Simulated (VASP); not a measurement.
# Pb (Fm-3m) in VASP: a series of runs

Runs on Pb. Level: BLYP. Tasks: single point.

All numbers are computed with VASP 6.6.1; they aren't measurements. Logs are shortened: lines on timing, memory, paths and dates and some standing lists are left out, and cuts for length are marked.

## 1. The cell of the first run

Symmetry: Fm-3m, No. 225, cubic system. The conventional cell has a = 5.037 Å, b = 5.037 Å, c = 5.037 Å, α = 90.00°, β = 90.00°, γ = 90.00°. Within 4.7 Å of Pb (site symmetry m-3m) lie 12 Pb at 3.56 Å.

## 2. Single point, BLYP (volume scaled by 0.92)

The input, INCAR:

```
PREC = Accurate ; ENCUT = 520
EDIFF = 1E-7 ; ISMEAR = -1
SIGMA = 0.1 ; LREAL = False
LASPH = True ; NELM = 80
ALGO = Normal ; ISIF = 2
LWAVE = False ; LCHARG = False
GGA = B5 ; ALDAX = 1.0
AGGAX = 1.0 ; AGGAC = 1.0
ALDAC = 0.0 ; NBANDS = 13
```

The input, KPOINTS:

```
regular mesh
0
Gamma
  17 17 17
```

The input, POSCAR:

```
Pb
1.0
    0.0000000000      2.5185975840      2.5185975840
    2.5185975840      0.0000000000      2.5185975840
    2.5185975840      2.5185975840      0.0000000000
Pb
1
Direct
    0.0000000000      0.0000000000      0.0000000000
```

Potentials or basis: VASP PAW PBE potentials, release 64 (Pb_d).

Launch:

```sh
$ cat potpaw_PBE.64/Pb_d/POTCAR > POTCAR
$ mpirun -np 1 vasp_std > vasp.out
```

OUTCAR:

```text
PREC = Accurate
   ENCUT = 520
   EDIFF = 1E-7
   ISMEAR = -1
   LREAL = False
   LASPH = True
   NELM = 80
   ISIF = 2
   GGA = B5

 ion  position               nearest neighbor table
   1  0.000  0.000  0.000-

  LATTYP: Found a face centered cubic cell.
 ALAT       =     5.0371951680

  Lattice vectors:

 A1 = (   0.0000000000,   2.5185975840,   2.5185975840)
 A2 = (   2.5185975840,   0.0000000000,   2.5185975840)
 A3 = (   2.5185975840,   2.5185975840,   0.0000000000)

Analysis of symmetry for initial positions (statically):
=====================================================================
 Subroutine PRICEL returns:
 Original cell was already a primitive cell.

 Routine SETGRP: Setting up the symmetry group for a
 face centered cubic supercell.

 Subroutine GETGRP returns: Found 48 space group operations
 (whereof 48 operations were pure point group operations)
 out of a pool of 48 trial point group operations.

The static configuration has the point symmetry O_h .

Analysis of symmetry for dynamics (positions and initial velocities):
=====================================================================
 Subroutine PRICEL returns:
 Original cell was already a primitive cell.

 Routine SETGRP: Setting up the symmetry group for a
 face centered cubic supercell.

 Subroutine GETGRP returns: Found 48 space group operations
 (whereof 48 operations were pure point group operations)
 out of a pool of 48 trial point group operations.

The dynamic configuration has the point symmetry O_h .

 Subroutine INISYM returns: Found 48 space group operations
 (whereof 48 operations are pure point group operations),
 and found     1 'primitive' translations

----------------------------------------------------------------------------------------

                                     Primitive cell

  volume of cell :      31.9526

  direct lattice vectors                    reciprocal lattice vectors
     0.000000000  2.518597584  2.518597584    -0.198523179  0.198523179  0.198523179
     2.518597584  0.000000000  2.518597584     0.198523179 -0.198523179  0.198523179
     2.518597584  2.518597584  0.000000000     0.198523179  0.198523179 -0.198523179

  length of vectors
     3.561834861  3.561834861  3.561834861     0.343852233  0.343852233  0.343852233

  position of ions in fractional coordinates (direct lattice)
     0.000000000  0.000000000  0.000000000

  ion indices of the primitive-cell ions
   primitive index   ion index
                 1           1

----------------------------------------------------------------------------------------

 KPOINTS: regular mesh

Automatic generation of k-mesh.
 Grid dimensions read from file:
 generate k-points for:   17   17   17

 Generating k-lattice:

  Cartesian coordinates                     Fractional coordinates (reciprocal lattice)
    -0.011677834  0.011677834  0.011677834     0.058823529  0.000000000  0.000000000
     0.011677834 -0.011677834  0.011677834     0.000000000  0.058823529  0.000000000
     0.011677834  0.011677834 -0.011677834     0.000000000  0.000000000  0.058823529

  Length of vectors
     0.020226602  0.020226602  0.020226602

  Shift w.r.t. Gamma in fractional coordinates (k-lattice)
     0.000000000  0.000000000  0.000000000

 Subroutine IBZKPT returns following result:
 ===========================================

 Found    165 irreducible k-points:

 Following reciprocal coordinates:
            Coordinates               Weight
  0.000000  0.000000  0.000000      1.000000
  0.058824  0.000000  0.000000      8.000000
  0.117647  0.000000  0.000000      8.000000
  0.176471  0.000000  0.000000      8.000000
  0.235294  0.000000  0.000000      8.000000
  0.294118  0.000000  0.000000      8.000000
[... 16 lines left out ...]
 -0.176471  0.058824  0.000000     24.000000
 -0.117647  0.058824  0.000000     24.000000
 [... further k-points ...]
   k-points           NKPTS =    165   k-points in BZ     NKDIM =    165   number of bands    NBANDS=     13
   number of dos      NEDOS =    301   number of ions     NIONS =      1
   total plane-waves  NPLWV =  21952
   dimension x,y,z NGX =    28 NGY =   28 NGZ =   28
   dimension x,y,z NGXF=    56 NGYF=   56 NGZF=   56
   ions per type =               1
   NGX,Y,Z   is equivalent  to a cutoff of  13.07, 13.07, 13.07 a.u.
   NGXF,Y,Z  is equivalent  to a cutoff of  26.14, 26.14, 26.14 a.u.
 SYSTEM =  unknown system
   PREC   = accura    normal or accurate (medium, high low for compatibility)
   ISTART =      0    job   : 0-new  1-cont  2-samecut
   ICHARG =      2    charge: 1-file 2-atom 10-const
   ISPIN  =      1    spin polarized calculation?
   LNONCOLLINEAR =      F non collinear calculations
   LSORBIT =      F    spin-orbit coupling
   LASPH  =      T    aspherical Exc in radial PAW
   ENCUT  =  520.0 eV  38.22 Ry    6.18 a.u.   6.62  6.62  6.62*2*pi/ulx,y,z
   NELM   =     80;   NELMIN=  2; NELMDL= -5     # of ELM steps
   EDIFF  = 0.1E-06   stopping-criterion for ELM
   LREAL  =      F    real-space projection
   EDIFFG = 0.1E-05   stopping-criterion for IOM
   NSW    =      0    number of steps for IOM
   IBRION =     -1    ionic relax: 0-MD 1-quasi-New 2-CG
   NFREE  =      0    steps in history (QN), initial steepest desc. (CG)
   ISIF   =      2    stress and relaxation
   ISYM   =      2    0-nonsym 1-usesym 2-fastsym
   POTIM  = 0.5000    time-step for ionic-motion
   TEBEG  =    0.0;   TEEND  =   0.0 temperature during run
   PSTRESS=    0.0 pullay stress
   NELECT =      14.0000    total number of electrons
   NUPDOWN=      -1.0000    fix difference up-down
   EMIN   =  10.00;   EMAX   =-10.00  energy-range for DOS
   EFERMI =   0.00;   METHOD = LEGACY
   ISMEAR =    -1;   SIGMA  =   0.10  broadening in eV -4-tet -1-fermi 0-gaus
   EFERMI_NEDOS =   21; number of points for ismear=-14 and -15
   IALGO  =     38    algorithm
   IMIX   =      4    mixing-type and parameters
     AMIX     =   0.40;   BMIX     =  1.00
     AMIX_MAG =   1.60;   BMIX_MAG =  1.00
  volume/ion in A,a.u.               =      31.95       215.63
  Fermi-wavevector in a.u.,A,eV,Ry     =   1.243413  2.349710 21.035639  1.546076
  Thomas-Fermi vector in A             =   2.377725
   LORBIT       =      0    0 simple, 1 ext, 2 COOP (PROOUT), +10 PAW based schemes
   GGA     = B5    functional components
   LHFCALC =     F    Hartree Fock is set to
   AEXX    =    0.0000 exact exchange contribution
   IVDW    =     0    specifies the selected vdW correction
   LEPSILON=     F    determine dielectric tensor
   LRPA    =     F    only Hartree local field effects (RPA)
 non-spin polarized calculation
  energy-cutoff  :      520.00
  volume of cell :       31.95
 maximum number of plane-waves:       885
   NGX = 13   NGY = 13   NGZ = 13

 number of electron      14.0000003 magnetization

 Free energy of the ion-electron system (eV)
  ---------------------------------------------------
  ext. energy  EPLUGINS =         0.00000000
  ---------------------------------------------------
  free energy    TOTEN  =        -2.85402658 eV

  energy without entropy =       -2.83573131  energy(sigma->0) =       -2.84487895

 E-fermi :   7.2333     XC(G=0):  -9.3501

 val. band max:        7.1723927039   @ k =  -0.1765   0.2353   0.0588
 cond. band min:       7.2484363669   @ k =  -0.4118   0.4118   0.1765
 fundamental gap:      0.0760436630
 Fermi energy:         7.2332979988

 k-point     1 :       0.0000    0.0000    0.0000
  band No.  band energies     occupation
      1      -9.8420      2.00000
      2      -9.8420      2.00000
      3      -9.8420      2.00000
      4      -9.7210      2.00000
      5      -9.7210      2.00000
      6      -4.2519      2.00000
      7      14.0208      0.00000
      8      14.0208      0.00000
      9      14.0208      0.00000
     10      17.2114      0.00000
     11      18.3427      0.00000
     12      19.4288      0.00000
     13      19.4288      0.00000

 k-point     2 :       0.0588    0.0000    0.0000
  band No.  band energies     occupation
      1      -9.8419      2.00000
      2      -9.8376      2.00000
      3      -9.8376      2.00000
      4      -9.7213      2.00000
      5      -9.7213      2.00000
      6      -4.1894      2.00000
      7      13.2683      0.00000
      8      13.9444      0.00000
      9      13.9444      0.00000
     10      16.9910      0.00000
     11      18.7215      0.00000
     12      19.5640      0.00000
     13      19.5640      0.00000

 k-point     3 :       0.1176    0.0000    0.0000
  band No.  band energies     occupation
      1      -9.8419      2.00000
      2      -9.8263      2.00000
      3      -9.8263      2.00000
      4      -9.7206      2.00000
      5      -9.7206      2.00000
      6      -4.0023      2.00000
      7      11.7091      0.00000
      8      13.7385      0.00000
      9      13.7385      0.00000
     10      16.6845      0.00000
     11      19.4108      0.00000
     12      19.9158      0.00000
     13      19.9158      0.00000
[... 305 lines left out ...]
 k-point    23 :      -0.1765    0.0588    0.0000
  band No.  band energies     occupation
      1      -9.8444      2.00000
      2      -9.8082      2.00000
      3      -9.8076      2.00000
      4      -9.7244      2.00000
      5      -9.6953      2.00000
      6      -3.5064      2.00000
      7       9.4123      0.00000
      8      12.3691      0.00000
      9      13.7733      0.00000
     10      16.7338      0.00000
     11      18.8378      0.00000
     12      19.4189      0.00000
     13      19.9799      0.00000

 k-point    24 :      -0.1176    0.0588    0.0000
  band No.  band energies     occupation
      1      -9.8443      2.00000
      2      -9.8199      2.00000
      3      -9.8148      2.00000
      4      -9.7293      2.00000
      5      -9.7098      2.00000
      6      -3.8570      2.00000
      7      11.0850      0.00000
      8      12.7622      0.00000
      9      14.0024      0.00000
     10      16.8306      0.00000
     11      19.2746      0.00000
     12      19.6558      0.00000
     13      19.6709      0.00000

 [... further k-points ...]

------------------------ aborting loop because EDIFF is reached ----------------------------------------

  FORCE on cell =-STRESS in cart. coord.  units (eV):
  Direction    XX          YY          ZZ          XY          YZ          ZX
  --------------------------------------------------------------------------------------
  -------------------------------------------------------------------------------------
  Total        0.6828440      0.6828440      0.6828440      0.0000000      0.0000000      0.0000000
  in kB       34.2393664     34.2393664     34.2393664      0.0000000      0.0000000      0.0000000
  external PRESSURE =      34.2393664 kB  Pullay stress =       0.0000000 kB

 VOLUME and BASIS-vectors are now :
 -----------------------------------------------------------------------------
  energy-cutoff  :      520.00
  volume of cell :       31.95
      direct lattice vectors                 reciprocal lattice vectors
     0.000000000  2.518597584  2.518597584    -0.198523179  0.198523179  0.198523179
     2.518597584  0.000000000  2.518597584     0.198523179 -0.198523179  0.198523179
     2.518597584  2.518597584  0.000000000     0.198523179  0.198523179 -0.198523179

 POSITION                                       TOTAL-FORCE (eV/Angst)
 -----------------------------------------------------------------------------------
      0.00000      0.00000      0.00000         0.000000     -0.000000      0.000000
 -----------------------------------------------------------------------------------
    total drift:                               -0.000000     -0.000000     -0.000000

  FREE ENERGIE OF THE ION-ELECTRON SYSTEM (eV)
  ---------------------------------------------------
  free  energy   TOTEN  =        -2.8540265818 eV

  energy  without entropy=       -2.8357313088  energy(sigma->0) =       -2.84487895
```

Run time: 26 s. Hardware: 1 thread of Intel Xeon 6975P-C (Granite Rapids), shared host; peak memory 0.2 GiB.

Results:

* Free energy: -2.8540 eV
* Pressure: 3.4 GPa
* Band gap on the k mesh: zero (band 7 reaches 14.02 eV, above the bottom of band 8 at 5.76 eV)

Caveat: the PAW data sets were made with another functional, which shifts forces and pressure a little; spin-orbit coupling is left out, which moves the levels of the heavy elements.

## 3. Single point, BLYP (volume scaled by 0.96)

The input, INCAR:

```
  PREC = Accurate
  ENCUT = 520
  EDIFF = 1E-7
  ISMEAR = -1
  SIGMA = 0.1
  LREAL = False
  LASPH = True
  NELM = 60
  ALGO = Normal
  ISIF = 2
  LWAVE = False
  LCHARG = True
  GGA = B5
  ALDAX = 1.0
  AGGAX = 1.0
  AGGAC = 1.0
  ALDAC = 0.0
  LELF = True
  LVHAR = True
  NBANDS = 13
```

KPOINTS is that of step 2.

The input, POSCAR:

```
Pb
1.0
    0.0000000000      2.5545824113      2.5545824113
    2.5545824113      0.0000000000      2.5545824113
    2.5545824113      2.5545824113      0.0000000000
Pb
1
Direct
    0.0000000000      0.0000000000      0.0000000000
```

Potentials or basis: VASP PAW PBE potentials, release 64 (Pb_d).

Launch:

```sh
$ cat potpaw_PBE.64/Pb_d/POTCAR > POTCAR
$ mpirun -np 1 vasp_std > vasp.out
```

It took 27 s on 1 thread of Intel Xeon 6975P-C (Granite Rapids), shared host; peak memory 0.2 GiB.

The run converged. Its results:

```
Free energy            : -2.8762 eV
Pressure               : 1.6 GPa
Band gap on the k mesh : zero (band 7 reaches 13.24 eV, above the bottom of band 8 at 5.39 eV)
```

Levels at points of the mesh, in eV from the Fermi level:
| k point | band 5 | band 6 | band 7 | band 8 | band 9 | band 10 |
| --- | --- | --- | --- | --- | --- | --- |
| (0.00, 0.00, 0.00) | -16.94 | -11.22 | 6.47 | 6.47 | 6.47 | 9.95 |

Caveat: the PAW data sets were made with another functional, which shifts forces and pressure a little; spin-orbit coupling is left out, which moves the levels of the heavy elements.

[end of part 1 of 2]
